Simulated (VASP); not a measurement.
# La8CdGa7HO24 (a cell with a defect) in VASP: further runs

La8CdGa7HO24 (a cell with a defect) is run at these levels: PBEsol, HF; tasks: single point.

Everything below comes from runs of VASP 6.6.1. Logs are shortened: lines on timing, memory, paths and dates and some standing lists are left out, and cuts for length are marked.

**1. The cell of the first run**

The cell holds a defect, 41 atoms: a = 7.729 Å, b = 7.729 Å, c = 7.729 Å, α = 90.00°, β = 90.00°, γ = 90.00°.

**2. Single point, PBEsol**

File INCAR:

```
SYSTEM = La8CdGa7HO24
PREC = Accurate
ENCUT = 520
EDIFF = 1E-6
ISMEAR = -1
SIGMA = 0.05
LREAL = Auto
LASPH = .TRUE.
NELM = 80
ALGO = Normal
ISIF = 2
LWAVE = .FALSE.
LCHARG = .FALSE.
GGA = PS
NBANDS = 194
ISYM = 0
```

File KPOINTS:

```
Automatic mesh
0
Gamma
  1 1 1
  0.25 0.25 0.25
```

File POSCAR:

```
La8CdGa7HO24
1.0
    7.7293080000      0.0000000000      0.0000000000
    0.0000000000      7.7293080000      0.0000000000
    0.0000000000      0.0000000000      7.7293080000
La Cd Ga O H
8 1 7 24 1
Direct
    0.0025580000      0.9986450000      0.9992050000
    0.0033430000      0.9992830000      0.5001000000
    0.9986880000      0.5019530000      0.0008140000
    0.0008860000      0.5007530000      0.4991350000
    0.5007730000      0.0024160000      0.0028210000
    0.5009220000      0.0008540000      0.4979000000
    0.5006100000      0.4986050000      0.0011340000
    0.5017830000      0.4976250000      0.4952290000
    0.2521510000      0.2490820000      0.2926930000
    0.2514800000      0.2506980000      0.7479580000
    0.2544880000      0.7515500000      0.2479620000
    0.2470460000      0.7488260000      0.7498370000
    0.7511360000      0.2477330000      0.2490220000
    0.7508760000      0.2487080000      0.7489410000
    0.7501600000      0.7496810000      0.2470130000
    0.7480100000      0.7497060000      0.7504960000
    0.2492650000      0.2496290000      0.9544360000
    0.2539910000      0.2455480000      0.5035560000
    0.2486010000      0.7552460000      0.0025890000
    0.2477700000      0.7524600000      0.5039940000
    0.7518600000      0.2483330000      0.0012490000
    0.7485810000      0.2469830000      0.4995910000
    0.7437930000      0.7501120000      0.9985460000
    0.7544200000      0.7537880000      0.5036860000
    0.0016130000      0.2502250000      0.2537450000
    0.0045630000      0.2527210000      0.7494740000
    0.0037060000      0.7505240000      0.2502450000
    0.9982300000      0.7502620000      0.7494070000
    0.5034210000      0.2486120000      0.2469700000
    0.5029750000      0.2511660000      0.7480230000
    0.4970320000      0.7461830000      0.2495300000
    0.5021470000      0.7496390000      0.7490100000
    0.2499370000      0.9990960000      0.2457900000
    0.2480830000      0.0037970000      0.7518070000
    0.2509110000      0.4965110000      0.2511630000
    0.2453540000      0.4975100000      0.7488190000
    0.7503650000      0.9963540000      0.2496070000
    0.7499790000      0.9996160000      0.7485660000
    0.7468670000      0.4983680000      0.2505090000
    0.7486900000      0.4998950000      0.7499130000
    0.2497660000      0.2483950000      0.1255470000
```

Potentials or basis: VASP PAW PBE potentials, release 64 (La, Cd, Ga_d, O, H).

The run is started by

```console
> cat potpaw_PBE.64/La/POTCAR potpaw_PBE.64/Cd/POTCAR potpaw_PBE.64/Ga_d/POTCAR potpaw_PBE.64/O/POTCAR potpaw_PBE.64/H/POTCAR > POTCAR
> mpirun -np 1 vasp_std > vasp.out
```

OUTCAR:

```text
SYSTEM = La8CdGa7HO24
   PREC = Accurate
   ENCUT = 520
   EDIFF = 1E-6
   ISMEAR = -1
   LREAL = Auto
   LASPH = .TRUE.
   NELM = 80
   ISIF = 2
   GGA = PS
   ISYM = 0

 ion  position               nearest neighbor table
   1  0.003  0.999  0.999-  19 2.68  34 2.69  33 2.70  28 2.72  27 2.73  21 2.73  17 2.74  37 2.75
                            38 2.75  26 2.75  25 2.77  23 2.77   9 3.55
   2  0.003  0.999  0.500-  20 2.69  24 2.70  34 2.71  18 2.72  25 2.72  28 2.72  27 2.73  33 2.74
                            38 2.74  22 2.75  26 2.75  37 2.75   9 3.16
   3  0.999  0.502  0.001-  27 2.72  36 2.73  28 2.73  21 2.74  26 2.74  40 2.74  39 2.74  35 2.75
                            23 2.75  19 2.75  25 2.76  17 2.77   9 3.57
   4  0.001  0.501  0.499-  36 2.70  25 2.71  35 2.72  26 2.72  20 2.73  27 2.73  24 2.73  28 2.73
                            39 2.75  40 2.75  22 2.77  18 2.78   9 3.18
   5  0.501  0.002  0.003-  29 2.68  33 2.70  23 2.71  37 2.71  21 2.72  19 2.73  31 2.75  17 2.75
                            38 2.75  30 2.75  34 2.75  32 2.77   9 3.51
   6  0.501  0.001  0.498-  18 2.69  22 2.70  37 2.72  29 2.73  38 2.73  30 2.74  24 2.74  20 2.74
                            32 2.75  33 2.75  31 2.75  34 2.77   9 3.15
   7  0.501  0.499  0.001-  23 2.70  39 2.71  29 2.71  31 2.71  40 2.73  35 2.73  30 2.74  21 2.74
                            32 2.75  17 2.76  36 2.77  19 2.78   9 3.53
   8  0.502  0.498  0.495-  39 2.68  31 2.70  35 2.71  29 2.72  22 2.72  30 2.73  18 2.73  40 2.74
                            32 2.76  24 2.78  20 2.78  36 2.79   9 3.14
   9  0.252  0.249  0.293-  41 1.29  18 1.63  35 1.94  25 1.96  33 1.97  29 1.97  17 2.61   8 3.14
                             6 3.15   2 3.16   4 3.18   5 3.51   7 3.53   1 3.55   3 3.57
  10  0.251  0.251  0.748-  17 1.60  18 1.89  36 1.91  26 1.91  34 1.91  30 1.94
  11  0.254  0.752  0.248-  31 1.88  19 1.90  33 1.91  27 1.94  35 1.97  20 1.98
  12  0.247  0.749  0.750-  20 1.90  28 1.92  36 1.94  19 1.95  34 1.97  32 1.97
  13  0.751  0.248  0.249-  29 1.91  21 1.92  25 1.94  22 1.94  39 1.94  37 1.94
  14  0.751  0.249  0.749-  30 1.92  38 1.93  22 1.93  40 1.94  21 1.95  26 1.96
  15  0.750  0.750  0.247-  37 1.91  23 1.92  39 1.94  31 1.96  27 1.96  24 1.98
  16  0.748  0.750  0.750-  32 1.90  24 1.91  23 1.92  40 1.93  38 1.93  28 1.93
  17  0.249  0.250  0.954-  41 1.32  10 1.60   9 2.61   1 2.74   5 2.75   7 2.76   3 2.77
  18  0.254  0.246  0.504-   9 1.63  10 1.89   6 2.69   2 2.72   8 2.73   4 2.78
  19  0.249  0.755  0.003-  11 1.90  12 1.95   1 2.68   5 2.73   3 2.75   7 2.78
  20  0.248  0.752  0.504-  12 1.90  11 1.98   2 2.69   4 2.73   6 2.74   8 2.78
  21  0.752  0.248  0.001-  13 1.92  14 1.95   5 2.72   1 2.73   3 2.74   7 2.74
  22  0.749  0.247  0.500-  14 1.93  13 1.94   6 2.70   8 2.72   2 2.75   4 2.77
  23  0.744  0.750  0.999-  16 1.92  15 1.92   7 2.70   5 2.71   3 2.75   1 2.77
[... 15 lines left out ...]
  39  0.747  0.498  0.251-  13 1.94  15 1.94   8 2.68   7 2.71   3 2.74   4 2.75
  40  0.749  0.500  0.750-  16 1.93  14 1.94   7 2.73   3 2.74   8 2.74   4 2.75
  41  0.250  0.248  0.126-   9 1.29  17 1.32

IMPORTANT INFORMATION: All symmetrisations will be switched off!
NOSYMM: (Re-)initialisation of all symmetry stuff for point group C_1.

----------------------------------------------------------------------------------------

                                     Primitive cell

  volume of cell :     461.7659

  direct lattice vectors                    reciprocal lattice vectors
     7.729308000  0.000000000  0.000000000     0.129377688  0.000000000  0.000000000
     0.000000000  7.729308000  0.000000000     0.000000000  0.129377688  0.000000000
     0.000000000  0.000000000  7.729308000     0.000000000  0.000000000  0.129377688

  length of vectors
     7.729308000  7.729308000  7.729308000     0.129377688  0.129377688  0.129377688

  position of ions in fractional coordinates (direct lattice)
     0.002558000  0.998645000  0.999205000
     0.003343000  0.999283000  0.500100000
     0.998688000  0.501953000  0.000814000
     0.000886000  0.500753000  0.499135000
     0.500773000  0.002416000  0.002821000
     0.500922000  0.000854000  0.497900000
[... 33 lines left out ...]
     0.748690000  0.499895000  0.749913000
     0.249766000  0.248395000  0.125547000

  ion indices of the primitive-cell ions
   primitive index   ion index
                 1           1
                 2           2
                 3           3
                 4           4
                 5           5
                 6           6
[... 33 lines left out ...]
                40          40
                41          41

----------------------------------------------------------------------------------------

 KPOINTS: Automatic mesh

Automatic generation of k-mesh.
 Grid dimensions read from file:
 generate k-points for:    1    1    1

 Generating k-lattice:

  Cartesian coordinates                     Fractional coordinates (reciprocal lattice)
     0.129377688  0.000000000  0.000000000     1.000000000  0.000000000  0.000000000
     0.000000000  0.129377688  0.000000000     0.000000000  1.000000000  0.000000000
     0.000000000  0.000000000  0.129377688     0.000000000  0.000000000  1.000000000

  Length of vectors
     0.129377688  0.129377688  0.129377688

  Shift w.r.t. Gamma in fractional coordinates (k-lattice)
     0.250000000  0.250000000  0.250000000

 Subroutine IBZKPT returns following result:
 ===========================================

 Found      4 irreducible k-points:

 Following reciprocal coordinates:
            Coordinates               Weight
  0.250000  0.250000  0.250000      2.000000
 -0.250000  0.250000  0.250000      2.000000
 -0.250000 -0.250000  0.250000      2.000000
  0.250000 -0.250000  0.250000      2.000000
   k-points           NKPTS =      4   k-points in BZ     NKDIM =      4   number of bands    NBANDS=    194
   number of dos      NEDOS =    301   number of ions     NIONS =     41
   total plane-waves  NPLWV = 216000
   dimension x,y,z NGX =    60 NGY =   60 NGZ =   60
   dimension x,y,z NGXF=   120 NGYF=  120 NGZF=  120
   ions per type =               8   1   7  24   1
   NGX,Y,Z   is equivalent  to a cutoff of  12.91, 12.91, 12.91 a.u.
   NGXF,Y,Z  is equivalent  to a cutoff of  25.81, 25.81, 25.81 a.u.
 SYSTEM =  La8CdGa7HO24
   PREC   = accura    normal or accurate (medium, high low for compatibility)
   ISTART =      0    job   : 0-new  1-cont  2-samecut
   ICHARG =      2    charge: 1-file 2-atom 10-const
   ISPIN  =      1    spin polarized calculation?
   LNONCOLLINEAR =      F non collinear calculations
   LSORBIT =      F    spin-orbit coupling
   LASPH  =      T    aspherical Exc in radial PAW
   ENCUT  =  520.0 eV  38.22 Ry    6.18 a.u.  14.37 14.37 14.37*2*pi/ulx,y,z
   NELM   =     80;   NELMIN=  2; NELMDL= -5     # of ELM steps
   EDIFF  = 0.1E-05   stopping-criterion for ELM
   LREAL  =      T    real-space projection
   EDIFFG = 0.1E-04   stopping-criterion for IOM
   NSW    =      0    number of steps for IOM
   IBRION =     -1    ionic relax: 0-MD 1-quasi-New 2-CG
   NFREE  =      0    steps in history (QN), initial steepest desc. (CG)
   ISIF   =      2    stress and relaxation
   ISYM   =      0    0-nonsym 1-usesym 2-fastsym
   POTIM  = 0.5000    time-step for ionic-motion
   TEBEG  =    0.0;   TEEND  =   0.0 temperature during run
   PSTRESS=    0.0 pullay stress
   NELECT =     336.0000    total number of electrons
   NUPDOWN=      -1.0000    fix difference up-down
   EMIN   =  10.00;   EMAX   =-10.00  energy-range for DOS
   EFERMI =   0.00;   METHOD = LEGACY
   ISMEAR =    -1;   SIGMA  =   0.05  broadening in eV -4-tet -1-fermi 0-gaus
   EFERMI_NEDOS =   21; number of points for ismear=-14 and -15
   IALGO  =     38    algorithm
   IMIX   =      4    mixing-type and parameters
     AMIX     =   0.40;   BMIX     =  1.00
     AMIX_MAG =   1.60;   BMIX_MAG =  1.00
  volume/ion in A,a.u.               =      11.26        76.00
  Fermi-wavevector in a.u.,A,eV,Ry     =   1.472473  2.782570 29.499831  2.168176
  Thomas-Fermi vector in A             =   2.587483
   LORBIT       =      0    0 simple, 1 ext, 2 COOP (PROOUT), +10 PAW based schemes
   GGA     = PS    functional components
   LHFCALC =     F    Hartree Fock is set to
   AEXX    =    0.0000 exact exchange contribution
   IVDW    =     0    specifies the selected vdW correction
   LEPSILON=     F    determine dielectric tensor
   LRPA    =     F    only Hartree local field effects (RPA)
 non-spin polarized calculation
  energy-cutoff  :      520.00
  volume of cell :      461.77
 maximum number of plane-waves:     12452
 NGX is ok and might be reduce to    60
   NGX = 29   NGY = 29   NGZ = 29

 number of electron     336.0000022 magnetization

 Free energy of the ion-electron system (eV)
  ---------------------------------------------------
  ext. energy  EPLUGINS =         0.00000000
  ---------------------------------------------------
  free energy    TOTEN  =      -290.71287170 eV

  energy without entropy =     -290.71287170  energy(sigma->0) =     -290.71287170

 E-fermi :   9.1221     XC(G=0): -12.2367

 val. band max:        7.8273655865   @ k =   0.2500  -0.2500   0.2500
 cond. band min:      10.8203918871   @ k =   0.2500  -0.2500   0.2500
 fundamental gap:      2.9930263007
 Fermi energy:         9.1220556809

 k-point     1 :       0.2500    0.2500    0.2500
  band No.  band energies     occupation
      1     -23.5893      2.00000
      2     -23.5557      2.00000
      3     -23.5211      2.00000
      4     -23.5175      2.00000
      5     -23.4874      2.00000
      6     -23.4728      2.00000
[... 172 lines left out ...]
    179      11.2131      0.00000
    180      11.2615      0.00000

 k-point     2 :      -0.2500    0.2500    0.2500
  band No.  band energies     occupation
      1     -23.5893      2.00000
      2     -23.5557      2.00000
      3     -23.5209      2.00000
      4     -23.5177      2.00000
      5     -23.4874      2.00000
      6     -23.4729      2.00000
[... 172 lines left out ...]
    179      11.2170      0.00000
    180      11.2602      0.00000

 k-point     3 :      -0.2500   -0.2500    0.2500
  band No.  band energies     occupation
      1     -23.5892      2.00000
      2     -23.5558      2.00000
      3     -23.5209      2.00000
      4     -23.5177      2.00000
      5     -23.4875      2.00000
      6     -23.4728      2.00000
[... 172 lines left out ...]
    179      11.2149      0.00000
    180      11.2609      0.00000

 k-point     4 :       0.2500   -0.2500    0.2500
  band No.  band energies     occupation
      1     -23.5893      2.00000
      2     -23.5557      2.00000
      3     -23.5209      2.00000
      4     -23.5177      2.00000
      5     -23.4874      2.00000
      6     -23.4728      2.00000
[... 172 lines left out ...]
    179      11.2115      0.00000
    180      11.2597      0.00000
 [bands above 180 left out]

------------------------ aborting loop because EDIFF is reached ----------------------------------------

  FORCE on cell =-STRESS in cart. coord.  units (eV):
  Direction    XX          YY          ZZ          XY          YZ          ZX
  --------------------------------------------------------------------------------------
  -------------------------------------------------------------------------------------
  Total       22.8165484     23.0414604     64.6589580     -0.1053058     -0.5847847      0.3339732
  in kB       79.1659974     79.9463689    224.3455418     -0.3653770     -2.0290125      1.1587785
  external PRESSURE =     127.8193027 kB  Pullay stress =       0.0000000 kB

 VOLUME and BASIS-vectors are now :
 -----------------------------------------------------------------------------
  energy-cutoff  :      520.00
  volume of cell :      461.77
      direct lattice vectors                 reciprocal lattice vectors
     7.729308000  0.000000000  0.000000000     0.129377688  0.000000000  0.000000000
     0.000000000  7.729308000  0.000000000     0.000000000  0.129377688  0.000000000
     0.000000000  0.000000000  7.729308000     0.000000000  0.000000000  0.129377688

 POSITION                                       TOTAL-FORCE (eV/Angst)
 -----------------------------------------------------------------------------------
      0.01977      7.71883      7.72316        -0.068468      0.023361     -0.273043
      0.02584      7.72377      3.86543        -0.589263     -0.487522      0.434476
      7.71917      3.87975      0.00629        -0.008925     -0.112059     -0.341900
      0.00685      3.87047      3.85797        -0.423521      0.429256      0.466136
      3.87063      0.01867      0.02180         0.102418     -0.212624     -0.543430
      3.87178      0.00660      3.84842         0.576647     -0.527252      0.747106
[... 33 lines left out ...]
      5.78686      3.86384      5.79631         0.119465     -0.114057      0.040753
      1.93052      1.91992      0.97039        -0.132779      0.033997    -11.202290
 -----------------------------------------------------------------------------------
    total drift:                               -0.006745      0.007465     -0.010801

  FREE ENERGIE OF THE ION-ELECTRON SYSTEM (eV)
  ---------------------------------------------------
  free  energy   TOTEN  =      -290.7128717046 eV

  energy  without entropy=     -290.7128717046  energy(sigma->0) =     -290.71287170
```

Run time: 22 min. Hardware: 1 thread of Intel Xeon Platinum 8488C (Sapphire Rapids), shared host; peak memory 0.68 GiB.

What came out:

```
Free energy            : -290.7129 eV
Pressure               : 12.8 GPa
Largest force          : 19.994 eV/Å
Band gap on the k mesh : 2.99 eV
```

Forces in eV/Å, atoms in the order of the input:
```
La   -0.068   0.023  -0.273
La   -0.589  -0.488   0.434
La   -0.009  -0.112  -0.342
La   -0.424   0.429   0.466
La    0.102  -0.213  -0.543
La    0.577  -0.527   0.747
La    0.139   0.150  -0.442
La    0.482   0.521   0.676
Cd    0.109  -0.239  -8.584
Ga    0.265  -0.010  -7.765
Ga   -0.697  -0.414   0.559
Ga    0.582   0.204   0.268
Ga    0.334  -0.072   0.191
Ga    0.328   0.091   0.090
Ga    0.155  -0.109   0.559
Ga    0.137   0.052  -0.105
O     0.087   0.066  11.486
O     0.300  -0.269  19.990
O     0.019  -0.274  -0.758
O     0.047   0.001  -0.767
O     0.056   0.069  -0.263
O    -0.010   0.089  -0.207
O     0.197  -0.110   0.388
O    -0.100  -0.212  -0.987
O    -3.998   0.021  -0.706
O    -1.656  -0.046  -0.466
O    -0.534  -0.185  -0.103
O     0.065  -0.021   0.299
O     3.263  -0.066  -0.721
O     0.417   0.011  -0.183
O     0.841   0.037   0.173
O    -0.744  -0.030  -0.005
O     0.108  -3.309  -0.623
O     0.033  -1.562  -0.361
O     0.026   4.535  -0.773
O     0.125   1.357  -0.299
O    -0.099   0.129  -0.044
O     0.076   0.095   0.143
O     0.074   0.466   0.013
O     0.119  -0.114   0.041
H    -0.133   0.034 -11.202
```

Stress tensor (GPa, compression positive):
```
 7.92 -0.04  0.12
-0.04  7.99 -0.20
 0.12 -0.20 22.43
```

Caveat: the PAW data sets were made with another functional, which shifts forces and pressure a little; spin-orbit coupling is left out, which moves the levels of the heavy elements.

**3. Single point, HF**

POSCAR is that of step 2.

File INCAR.step1:

```
PREC = Accurate
ENCUT = 520
EDIFF = 1E-5
ISMEAR = -1
SIGMA = 0.05
LREAL = Auto
LASPH = T
NELM = 200
ALGO = Normal
ISIF = 2
LWAVE = T
LCHARG = F
GGA = PE
ISYM = -1
NBANDS = 194
GGA_COMPAT = F
LMAXMIX = 6
```

File INCAR.step2:

```
PREC = Accurate
ENCUT = 520
EDIFF = 1E-6
ISMEAR = -1
SIGMA = 0.05
LREAL = Auto
LASPH = T
NELM = 200
ALGO = Normal
ISIF = 2
LWAVE = F
LCHARG = F
GGA = PE
LHFCALC = T
AEXX = 1.0
ALDAC = 0.0
AGGAC = 0.0
PRECFOCK = Fast
ISTART = 1
ISYM = -1
NBANDS = 194
GGA_COMPAT = F
LMAXMIX = 6
```

File KPOINTS:

```
explicit points
1
Reciprocal
  0.25000000   0.25000000   0.25000000 1
```

Potentials or basis: VASP PAW PBE potentials, release 64 (La, Cd, Ga_d, O, H).

The run is started by

```console
> cat potpaw_PBE.64/La/POTCAR potpaw_PBE.64/Cd/POTCAR potpaw_PBE.64/Ga_d/POTCAR potpaw_PBE.64/O/POTCAR potpaw_PBE.64/H/POTCAR > POTCAR
> cp INCAR.step1 INCAR
> mpirun -np 1 vasp_std > vasp.out
> cp INCAR.step2 INCAR
> mpirun -np 1 vasp_std > vasp.out
```

It took 39 min on 1 thread of AMD EPYC 7R43 (Zen 3), shared host; peak memory 0.6 GiB.

It converged, with:

```yaml
Free_energy: -558.6963 eV
Pressure: 17.3 GPa
Largest_force: 22.685 eV/Å
Band_gap_on_the_k_mesh: 13.05 eV
```

Forces in eV/Å, atoms in the order of the input:
```
La   -0.117   0.038  -0.332
La   -0.695  -0.544   0.518
La   -0.004  -0.160  -0.410
La   -0.489   0.469   0.572
La    0.139  -0.303  -0.706
La    0.665  -0.626   0.943
La    0.169   0.203  -0.572
La    0.548   0.615   0.886
Cd    0.048  -0.282 -11.720
Ga    0.208  -0.044  -8.425
Ga   -0.829  -0.404   0.554
Ga    0.651   0.256   0.231
Ga    0.371  -0.073   0.209
Ga    0.314   0.087   0.069
Ga    0.181  -0.048   0.657
Ga    0.124   0.096  -0.201
O     0.132   0.057  14.678
O     0.366  -0.279  22.680
O     0.054  -0.416  -0.885
O     0.115  -0.020  -0.854
O     0.090   0.074  -0.279
O     0.028   0.120  -0.229
O     0.309  -0.153   0.519
O    -0.173  -0.310  -1.193
O    -4.723   0.008  -0.909
O    -2.035  -0.061  -0.582
O    -0.707  -0.261  -0.157
O     0.153  -0.046   0.420
O     3.815  -0.085  -0.884
O     0.533   0.016  -0.201
O     0.930   0.071   0.226
O    -0.900  -0.057   0.006
O     0.181  -3.893  -0.745
O     0.086  -1.881  -0.455
O     0.067   5.313  -0.979
O     0.218   1.686  -0.355
O    -0.120   0.152  -0.080
O     0.109   0.178   0.215
O     0.151   0.582  -0.005
O     0.164  -0.150   0.052
H    -0.127   0.075 -12.278
```

Stress tensor (GPa, compression positive):
```
12.59 -0.72 -0.62
-0.72 12.68 -0.96
-0.62 -0.96 26.70
```

Levels at points of the mesh, in eV from the valence-band top:
```
           k point  band 166  band 167  band 168  band 169  band 170  band 171
(0.25, 0.25, 0.25)     -0.93     -0.35      0.00     13.05     13.09     14.60
```

Caveat: the PAW data sets were made with another functional, which shifts forces and pressure a little; spin-orbit coupling is left out, which moves the levels of the heavy elements.
